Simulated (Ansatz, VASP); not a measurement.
**One calculation of AlN, two programs**

```
Al N
1.0
     3.08024    0.00000    0.00000
    -1.54012    2.66756    0.00000
     0.00000    0.00000    4.18512
Al N
2 2
Direct
  0.33333 0.66667 0.75000
  0.66667 0.33333 0.25000
  0.33333 0.66667 0.25000
  0.66667 0.33333 0.75000
```

Alike in both runs: task single point; functional PBEsol; k mesh 9 × 9 × 6; occupations gaussian, width 0.05 eV; no spin polarisation.

|  | VASP | Ansatz |
| --- | --- | --- |
| version | VASP 6.6.1 | Ansatz 0.2.0 |
| potentials or method | VASP PAW PBE potentials, release 64 (Al, N), cutoff 520 eV | scalar-relativistic, plane waves, PAW |
| valence electrons in the cell | 16 | 16 |

```csv
,VASP,Ansatz,Ansatz less VASP
gap on the k mesh at the Fermi level (eV),4.21,4.19,-0.021
least direct gap on the mesh (eV),4.21,4.19,-0.021
```

VASP's potentials were made for PBE, not for PBEsol, and Ansatz warns of the same on its side.
